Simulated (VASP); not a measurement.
Here is a VASP 6.6.1 calculation.

POSCAR

```
MnO
1.0
    1.5733685235      0.9083847406      2.5694005744
   -1.5733685235      0.9083847406      2.5694005744
    0.0000000000     -1.8167694811      2.5694005744
Mn O
1 1
Direct
    0.0000000000      0.0000000000      0.0000000000
    0.5000000000      0.5000000000      0.5000000000
```

Contents of INCAR.step1:

```
PREC = Accurate ; ENCUT = 520
ISMEAR = 0 ; SIGMA = 0.1
LREAL = False ; LASPH = True
NELM = 150 ; ISPIN = 2
MAGMOM = 4.68 0.29 ; LMAXMIX = 4
NBANDS = 20 ; GGA = PE
ALGO = Normal ; EDIFF = 1E-4
LWAVE = True ; LCHARG = False
```

File INCAR.step2:

```
PREC = Accurate ; ENCUT = 520
EDIFF = 1E-6 ; ISMEAR = 0
SIGMA = 0.1 ; LREAL = False
LASPH = True ; NELM = 150
ALGO = Normal ; ISIF = 2
LWAVE = False ; LCHARG = True
ISPIN = 2 ; MAGMOM = 4.68 0.29
LORBIT = 11 ; LMAXMIX = 4
METAGGA = R2SCAN ; LMIXTAU = True
LELF = True ; LVHAR = True
NBANDS = 20 ; ISTART = 1
```

KPOINTS

```
regular mesh
0
Gamma
  18 18 18
```

Potentials or basis: VASP PAW PBE potentials, release 64 (Mn_pv, O).

Run with:

```bash
$ cat potpaw_PBE.64/Mn_pv/POTCAR potpaw_PBE.64/O/POTCAR > POTCAR
$ cp INCAR.step1 INCAR
$ mpirun -np 1 vasp_std > vasp.out
$ cp INCAR.step2 INCAR
$ mpirun -np 1 vasp_std > vasp.out
```

Predict the net moment.

5.00 μB per cell.

Estimate the band gap on the k mesh.

zero (filled and empty bands overlap).

Caveat: a cell with one magnetic atom can't hold antiferromagnetic order, which such compounds often take; semilocal functionals often make such compounds metallic where correlation or magnetic order opens a gap, which also shifts bond lengths. With open d or f shells a metallic result of r2SCAN can be an artefact of self-interaction; +U or a hybrid may open a gap.
